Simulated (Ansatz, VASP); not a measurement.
One calculation of Ge, two programs

```
CELL_PARAMETERS angstrom
0.00000 2.83601 2.83601
2.83601 0.00000 2.83601
2.83601 2.83601 0.00000
ATOMIC_POSITIONS crystal
Ge 0.50000 0.50000 0.50000
Ge 0.75000 0.75000 0.75000
```

Alike in both runs: task single point; functional r2SCAN; k mesh 5 × 5 × 5; occupations fermi-dirac, width 0.05 eV; no spin polarisation.

|  | VASP | Ansatz |
| --- | --- | --- |
| version | VASP 6.6.1 | Ansatz 0.2.0 |
| potentials or method | VASP PAW PBE potentials, release 64 (Ge_d), cutoff 520 eV | plane waves (500 eV) with PAW, scalar-relativistic |
| valence electrons in the cell | 28 | 28 |

```csv
,VASP,Ansatz,Ansatz less VASP
pressure (GPa),0.1,0.0,-0.07
```

VASP's potentials were made for PBE, not for r2SCAN. With one functional, cell and mesh, what is left measures potentials, basis and numerics.
